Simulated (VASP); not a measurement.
# Al2O3 (R-3c) in VASP: vibrations by perturbation theory with LDA

Aim: the vibrations by perturbation theory of Al2O3 with LDA.

Everything below comes from runs of VASP 6.6.1. Logs are shortened: lines on timing, memory, paths and dates and some standing lists are left out, and cuts for length are marked.

## (1) The cell of the first run

It takes space group R-3c (No. 167, trigonal). The conventional cell has a = 4.729 Å, b = 4.729 Å, c = 12.890 Å, α = 90.00°, β = 90.00°, γ = 120.00°. Within 2.4 Å of Al (site symmetry 3) lie 6 O at 1.84 to 1.95 Å. Within 2.4 Å of O (site symmetry 2) lie 4 Al at 1.84 to 1.95 Å.

## (2) Vibrations by perturbation theory, LDA

File INCAR:

```
PREC = Accurate
ENCUT = 520
EDIFF = 1E-8
ISMEAR = 0
SIGMA = 0.01
LREAL = F
LASPH = T
NELM = 100
ALGO = Normal
ISIF = 2
LWAVE = F
LCHARG = F
NBANDS = 35
IBRION = 8
NSW = 1
LEPSILON = T
KPAR = 4
```

File KPOINTS:

```
Automatic mesh
0
Gamma
  6 6 6
```

File POSCAR:

```
Al2O3
1.0
    2.3644163013      1.3650963880      4.2965711426
   -2.3644163013      1.3650963880      4.2965711426
    0.0000000000     -2.7301927761      4.2965711426
Al O
4 6
Direct
    0.3519818778      0.3519818778      0.3519818778
    0.1480181222      0.1480181222      0.1480181222
    0.6480181222      0.6480181222      0.6480181222
    0.8519818778      0.8519818778      0.8519818778
    0.5558296989      0.9441703011      0.2500000000
    0.2500000000      0.5558296989      0.9441703011
    0.9441703011      0.2500000000      0.5558296989
    0.4441703011      0.0558296989      0.7500000000
    0.7500000000      0.4441703011      0.0558296989
    0.0558296989      0.7500000000      0.4441703011
```

Potentials or basis: VASP PAW LDA potentials, release 64 (Al, O).

Command:

```bash
> cat potpaw_LDA.64/Al/POTCAR potpaw_LDA.64/O/POTCAR > POTCAR
> mpirun -np 4 vasp_std > vasp.out
```

OUTCAR:

```text
PREC = Accurate
   ENCUT = 520
   EDIFF = 1E-8
   ISMEAR = 0
   LREAL = F
   LASPH = T
   NELM = 100
   ISIF = 2
   IBRION = 8
   NSW = 1
   LEPSILON = T

 ion  position               nearest neighbor table
   1  0.352  0.352  0.352-   9 1.84  10 1.84   8 1.84   7 1.95   5 1.95   6 1.95   2 2.63   3 2.77
                             3 2.77   3 2.77   2 3.20   2 3.20   2 3.20
   2  0.148  0.148  0.148-  10 1.84   9 1.84   8 1.84   6 1.95   5 1.95   7 1.95   1 2.63   4 2.77
                             4 2.77   4 2.77   1 3.20   1 3.20   1 3.20
   3  0.648  0.648  0.648-   6 1.84   7 1.84   5 1.84  10 1.95   8 1.95   9 1.95   4 2.63   1 2.77
                             1 2.77   1 2.77   4 3.20   4 3.20   4 3.20
   4  0.852  0.852  0.852-   7 1.84   6 1.84   5 1.84   9 1.95   8 1.95  10 1.95   3 2.63   2 2.77
                             2 2.77   2 2.77   3 3.20   3 3.20   3 3.20
   5  0.556  0.944  0.250-   3 1.84   4 1.84   1 1.95   2 1.95
   6  0.250  0.556  0.944-   3 1.84   4 1.84   2 1.95   1 1.95
   7  0.944  0.250  0.556-   4 1.84   3 1.84   1 1.95   2 1.95
   8  0.444  0.056  0.750-   1 1.84   2 1.84   3 1.95   4 1.95
   9  0.750  0.444  0.056-   1 1.84   2 1.84   4 1.95   3 1.95
  10  0.056  0.750  0.444-   2 1.84   1 1.84   3 1.95   4 1.95

  LATTYP: Found a trigonal (rhomboedric) cell.
 ALAT       =     5.0906263051
 COS(alpha) =     0.5685450551

  Lattice vectors:

 A1 = (   2.3644163013,   1.3650963880,   4.2965711426)
 A2 = (  -2.3644163013,   1.3650963880,   4.2965711426)
 A3 = (   0.0000000000,  -2.7301927761,   4.2965711426)

[... 1291 lines left out ...]
  1Y     0.000059  -20.862831    0.000000    1.224074   -0.408719   -0.000000   -0.000351    5.187600    0.000000   -2.148610    2.370385   -0.000000    0.376229    1.423336   -0.108894   -0.013232    1.078565   -0.107231   -0.117081    1.588233    0.216125   -1.633049    3.707453   -2.138707    1.588684    4.568236    2.227342    0.723277    1.347742   -0.088635
  1Z    -0.000000    0.000000  -19.446813   -0.000000   -0.000000    8.845921   -0.000000    0.000000   -4.576743    0.000000   -0.000000    4.947802   -0.180290   -0.103158    1.190013    0.179482   -0.104557    1.190013    0.000808    0.207715    1.190013    1.416596   -1.834077    2.219932    0.880060    2.143847    2.219932   -2.296656   -0.309769    2.219932
  2X    -0.408719    1.224074    0.000000  -20.862831    0.000059    0.000000    2.370385   -2.148610    0.000000    5.187600   -0.000351    0.000000    1.303420   -0.212285    0.186690    1.138523    0.281025    0.000961    1.648191    0.177175   -0.187650    2.708167    2.085657   -1.337130    5.067879   -0.270669    2.520740    1.847385   -1.136076   -1.183609
  2Y    -1.224074   -0.408719   -0.000000   -0.000059  -20.862831    0.000000    2.148610    2.370385   -0.000000    0.000351    5.187600    0.000000   -0.376229    1.423336   -0.108894    0.117081    1.588233    0.216125    0.013232    1.078565   -0.107231    1.633049    3.707453   -2.138707   -0.723277    1.347742   -0.088635   -1.588684    4.568236    2.227342
  2Z     0.000000   -0.000000    8.845921    0.000000    0.000000  -19.446813   -0.000000   -0.000000    4.947802    0.000000    0.000000   -4.576743    0.180290   -0.103158    1.190013   -0.000808    0.207715    1.190013   -0.179482   -0.104557    1.190013   -1.416596   -1.834077    2.219932    2.296656   -0.309769    2.219932   -0.880060    2.143847    2.219932
  3X     5.187600    0.000351   -0.000000    2.370385    2.148610   -0.000000  -20.862831   -0.000059    0.000000   -0.408719   -1.224074    0.000000    2.708167   -2.085657    1.337130    1.847385    1.136076    1.183609    5.067879    0.270669   -2.520740    1.303420    0.212285   -0.186690    1.648191   -0.177175    0.187650    1.138523   -0.281025   -0.000961
  3Y    -0.000351    5.187600    0.000000   -2.148610    2.370385   -0.000000    0.000059  -20.862831    0.000000    1.224074   -0.408719   -0.000000   -1.633049    3.707453   -2.138707    1.588684    4.568236    2.227342    0.723277    1.347742   -0.088635    0.376229    1.423336   -0.108894   -0.013232    1.078565   -0.107231   -0.117081    1.588233    0.216125
  3Z    -0.000000    0.000000   -4.576743    0.000000   -0.000000    4.947802   -0.000000    0.000000  -19.446813   -0.000000   -0.000000    8.845921    1.416596   -1.834077    2.219932    0.880060    2.143847    2.219932   -2.296656   -0.309769    2.219932   -0.180290   -0.103158    1.190013    0.179482   -0.104557    1.190013    0.000808    0.207715    1.190013
  4X     2.370385   -2.148610    0.000000    5.187600   -0.000351    0.000000   -0.408719    1.224074    0.000000  -20.862831    0.000059    0.000000    2.708167    2.085657   -1.337130    5.067879   -0.270669    2.520740    1.847385   -1.136076   -1.183609    1.303420   -0.212285    0.186690    1.138523    0.281025    0.000961    1.648191    0.177175   -0.187650
  4Y     2.148610    2.370385   -0.000000    0.000351    5.187600    0.000000   -1.224074   -0.408719   -0.000000   -0.000059  -20.862831    0.000000    1.633049    3.707453   -2.138707   -0.723277    1.347742   -0.088635   -1.588684    4.568236    2.227342   -0.376229    1.423336   -0.108894    0.117081    1.588233    0.216125    0.013232    1.078565   -0.107231
  4Z    -0.000000   -0.000000    4.947802    0.000000    0.000000   -4.576743    0.000000   -0.000000    8.845921    0.000000    0.000000  -19.446813   -1.416596   -1.834077    2.219932    2.296656   -0.309769    2.219932   -0.880060    2.143847    2.219932    0.180290   -0.103158    1.190013   -0.000808    0.207715    1.190013   -0.179482   -0.104557    1.190013
  5X     1.306525    0.379242   -0.186345    1.306525   -0.379242    0.186345    2.710618   -1.632149    1.412588    2.710618    1.632149   -1.412588  -18.751053   -0.000000    0.000000    4.646163   -1.377342    0.298793    4.646163    1.377342   -0.298793   -0.298961    0.000000    0.000000    0.861700   -0.281922   -1.818793    0.861700    0.281922    1.818793
  5Y     0.213401    1.420374   -0.102901   -0.213401    1.420374   -0.102901   -2.081521    3.707126   -1.833111    2.081521    3.707126   -1.833111   -0.000000  -19.271948    6.197303   -1.566231    2.940618   -0.155556    1.566231    2.940618   -0.155556    0.000000    2.105491   -3.670768   -0.319458    0.515111    0.828301    0.319458    0.515111    0.828301
  5Z    -0.186622   -0.104587    1.189290    0.186622   -0.104587    1.189290    1.336933   -2.138835    2.223065   -1.336933   -2.138835    2.223065   -0.000000    6.195249  -16.276638    0.284088   -0.180321   -0.503979   -0.284088   -0.180321   -0.503979    0.000000   -3.670719    4.600690   -1.627391    1.161477    2.929598    1.627391    1.161477    2.929598
  6X     1.648534   -0.015942    0.182287    1.135290    0.114538   -0.004057    1.849933    1.584604    0.881227    5.066065   -0.721602    2.293814    4.641609   -1.568861    0.284112  -19.141724   -0.225555   -5.367022    2.092400    0.091815   -0.014681    0.862164   -0.319191   -1.626726    1.504378    1.041158    3.178978    0.341353    0.019036    0.192067
  6Y    -0.181783    1.078366   -0.109928    0.280379    1.591610    0.212830    1.135232    4.567811    2.139892   -0.272231    1.351679   -0.306781   -1.379971    2.945172   -0.180984   -0.225555  -18.881276   -3.098652   -0.097074    5.494382    0.336540   -0.281655    0.514647    1.160970    1.041158    0.302152    1.835384   -0.018500    1.035458   -1.989271
  6Z     0.183885   -0.109326    1.189290   -0.002736    0.213912    1.189290    1.183819    2.227235    2.223065    2.520752   -0.088400    2.223065    0.298206   -0.155867   -0.503979   -5.365243   -3.097625  -16.276638    0.014118    0.336188   -0.503979   -1.819565    0.828623    2.929598    3.178936    1.835360    4.600690   -0.192173   -1.990101    2.929598
  7X     1.135290   -0.114538    0.004057    1.648534    0.015942   -0.182287    5.066065    0.721602   -2.293814    1.849933   -1.584604   -0.881227    4.641609    1.568861   -0.284112    2.092400   -0.091815    0.014681  -19.141724    0.225555    5.367022    0.862164    0.319191    1.626726    0.341353   -0.019036   -0.192067    1.504378   -1.041158   -3.178978
  7Y    -0.280379    1.591610    0.212830    0.181783    1.078366   -0.109928    0.272231    1.351679   -0.306781   -1.135232    4.567811    2.139892    1.379971    2.945172   -0.180984    0.097074    5.494382    0.336540    0.225555  -18.881276   -3.098652    0.281655    0.514647    1.160970    0.018500    1.035458   -1.989271   -1.041158    0.302152    1.835384
  7Z     0.002736    0.213912    1.189290   -0.183885   -0.109326    1.189290   -2.520752   -0.088400    2.223065   -1.183819    2.227235    2.223065   -0.298206   -0.155867   -0.503979   -0.014118    0.336188   -0.503979    5.365243   -3.097625  -16.276638    1.819565    0.828623    2.929598    0.192173   -1.990101    2.929598   -3.178936    1.835360    4.600690
  8X     2.710618   -1.632149    1.412588    2.710618    1.632149   -1.412588    1.306525    0.379242   -0.186345    1.306525   -0.379242    0.186345   -0.298961    0.000000    0.000000    0.861700   -0.281922   -1.818793    0.861700    0.281922    1.818793  -18.751053   -0.000000    0.000000    4.646163   -1.377342    0.298793    4.646163    1.377342   -0.298793
  8Y    -2.081521    3.707126   -1.833111    2.081521    3.707126   -1.833111    0.213401    1.420374   -0.102901   -0.213401    1.420374   -0.102901    0.000000    2.105491   -3.670768   -0.319458    0.515111    0.828301    0.319458    0.515111    0.828301   -0.000000  -19.271948    6.197303   -1.566231    2.940618   -0.155556    1.566231    2.940618   -0.155556
  8Z     1.336933   -2.138835    2.223065   -1.336933   -2.138835    2.223065   -0.186622   -0.104587    1.189290    0.186622   -0.104587    1.189290    0.000000   -3.670719    4.600690   -1.627391    1.161477    2.929598    1.627391    1.161477    2.929598   -0.000000    6.195249  -16.276638    0.284088   -0.180321   -0.503979   -0.284088   -0.180321   -0.503979
  9X     1.849933    1.584604    0.881227    5.066065   -0.721602    2.293814    1.648534   -0.015942    0.182287    1.135290    0.114538   -0.004057    0.862164   -0.319191   -1.626726    1.504378    1.041158    3.178978    0.341353    0.019036    0.192067    4.641609   -1.568861    0.284112  -19.141724   -0.225555   -5.367022    2.092400    0.091815   -0.014681
  9Y     1.135232    4.567811    2.139892   -0.272231    1.351679   -0.306781   -0.181783    1.078366   -0.109928    0.280379    1.591610    0.212830   -0.281655    0.514647    1.160970    1.041158    0.302152    1.835384   -0.018500    1.035458   -1.989271   -1.379971    2.945172   -0.180984   -0.225555  -18.881276   -3.098652   -0.097074    5.494382    0.336540
  9Z     1.183819    2.227235    2.223065    2.520752   -0.088400    2.223065    0.183885   -0.109326    1.189290   -0.002736    0.213912    1.189290   -1.819565    0.828623    2.929598    3.178936    1.835360    4.600690   -0.192173   -1.990101    2.929598    0.298206   -0.155867   -0.503979   -5.365243   -3.097625  -16.276638    0.014118    0.336188   -0.503979
 10X     5.066065    0.721602   -2.293814    1.849933   -1.584604   -0.881227    1.135290   -0.114538    0.004057    1.648534    0.015942   -0.182287    0.862164    0.319191    1.626726    0.341353   -0.019036   -0.192067    1.504378   -1.041158   -3.178978    4.641609    1.568861   -0.284112    2.092400   -0.091815    0.014681  -19.141724    0.225555    5.367022
 10Y     0.272231    1.351679   -0.306781   -1.135232    4.567811    2.139892   -0.280379    1.591610    0.212830    0.181783    1.078366   -0.109928    0.281655    0.514647    1.160970    0.018500    1.035458   -1.989271   -1.041158    0.302152    1.835384    1.379971    2.945172   -0.180984    0.097074    5.494382    0.336540    0.225555  -18.881276   -3.098652
 10Z    -2.520752   -0.088400    2.223065   -1.183819    2.227235    2.223065    0.002736    0.213912    1.189290   -0.183885   -0.109326    1.189290    1.819565    0.828623    2.929598    0.192173   -1.990101    2.929598   -3.178936    1.835360    4.600690   -0.298206   -0.155867   -0.503979   -0.014118    0.336188   -0.503979    5.365243   -3.097625  -16.276638

 Eigenvectors and eigenvalues of the dynamical matrix
   1 f  =   22.751201 THz   142.950011 2PiTHz  758.898371 cm-1    94.091364 meV
   2 f  =   22.751201 THz   142.950011 2PiTHz  758.898371 cm-1    94.091364 meV
   3 f  =   22.655895 THz   142.351187 2PiTHz  755.719316 cm-1    93.697211 meV
   4 f  =   20.807342 THz   130.736385 2PiTHz  694.058219 cm-1    86.052213 meV
   5 f  =   19.462723 THz   122.287894 2PiTHz  649.206552 cm-1    80.491318 meV
   6 f  =   19.141825 THz   120.271636 2PiTHz  638.502566 cm-1    79.164193 meV
[... 19 lines left out ...]
  26 f  =   11.251390 THz    70.694568 2PiTHz  375.305970 cm-1    46.531989 meV
  27 f  =    9.434529 THz    59.278896 2PiTHz  314.702025 cm-1    39.018061 meV
  28 f/i=    0.003495 THz     0.021957 2PiTHz    0.116566 cm-1     0.014452 meV
  29 f/i=    0.005799 THz     0.036435 2PiTHz    0.193426 cm-1     0.023982 meV
  30 f/i=    0.005799 THz     0.036435 2PiTHz    0.193426 cm-1     0.023982 meV

 MACROSCOPIC STATIC DIELECTRIC TENSOR IONIC CONTRIBUTION
 ------------------------------------------------------
           5.825233     0.000000    -0.000000
           0.000000     5.825233    -0.000000
          -0.000000    -0.000000     7.707793
 ------------------------------------------------------

 ELASTIC MODULI CONTR FROM IONIC RELAXATION (kBar)
 Direction    XX          YY          ZZ          XY          YZ          ZX
 --------------------------------------------------------------------------------
 XX        -413.1063    178.1817    154.5157      0.0000    114.2764      0.0000
 YY         178.1817   -413.1063    154.5157     -0.0000   -114.2764     -0.0000
 ZZ         154.5157    154.5157   -233.3540     -0.0000      0.0000      0.0000
 XY          -0.0000     -0.0000     -0.0000   -295.6554      0.0000    112.8074
 YZ         114.2764   -114.2764      0.0000      0.0000   -153.8222      0.0000
 ZX           0.0000     -0.0000      0.0000    112.8074      0.0000   -152.2459
 --------------------------------------------------------------------------------

 PIEZOELECTRIC TENSOR IONIC CONTR  for field in x, y, z        (C/m^2)
          XX          YY          ZZ          XY          YZ          ZX
  --------------------------------------------------------------------------------
  x     0.00000    -0.00000     0.00000     0.00000    -0.00000    -0.00000
  y     0.00000     0.00000    -0.00000    -0.00000     0.00000     0.00000
  z    -0.00000     0.00000    -0.00000    -0.00000     0.00000     0.00000
```

It took 15 min on 4 MPI ranks of AMD EPYC 7R13 (Zen 3), shared host; peak memory 0.76 GiB.

Results:

* Electronic dielectric tensor (diagonal): 3.23, 3.23, 3.19
* Born charges (mean of the diagonal): Al +2.93; O -1.95 e
* Highest phonon frequency at Γ, LO-TO splitting left out: 759 cm⁻¹

Phonon frequencies in cm⁻¹ (negative: imaginary):
| q point | frequencies |
| --- | --- |
| (0.000, 0.000, 0.000) | 0 0 0 315 375 375 392 392 399 422 439 439 442 442 449 449 529 580 580 584 584 596 605 639 639 649 694 756 759 759 |

Electronic dielectric tensor:
```
3.23 0.00 0.00
0.00 3.23 0.00
0.00 0.00 3.19
```

Born effective charge tensors (e):
atom 1, Al
```
 2.94 -0.03  0.00
 0.03  2.94  0.00
 0.00  0.00  2.91
```
atom 2, Al
```
 2.94  0.03  0.00
-0.03  2.94  0.00
 0.00  0.00  2.91
```
atom 3, Al
```
 2.94 -0.03  0.00
 0.03  2.94  0.00
 0.00  0.00  2.91
```
atom 4, Al
```
 2.94  0.03  0.00
-0.03  2.94  0.00
 0.00  0.00  2.91
```
atom 5, O
```
-2.06  0.00  0.00
 0.00 -1.86  0.25
 0.00  0.34 -1.94
```
atom 6, O
```
-1.91  0.08 -0.21
 0.08 -2.01 -0.12
-0.29 -0.17 -1.94
```
atom 7, O
```
-1.91 -0.08  0.21
-0.08 -2.01 -0.12
 0.29 -0.17 -1.94
```
atom 8, O
```
-2.06  0.00  0.00
 0.00 -1.86  0.25
 0.00  0.34 -1.94
```
atom 9, O
```
-1.91  0.08 -0.21
 0.08 -2.01 -0.12
-0.29 -0.17 -1.94
```
atom 10, O
```
-1.91 -0.08  0.21
-0.08 -2.01 -0.12
 0.29 -0.17 -1.94
```
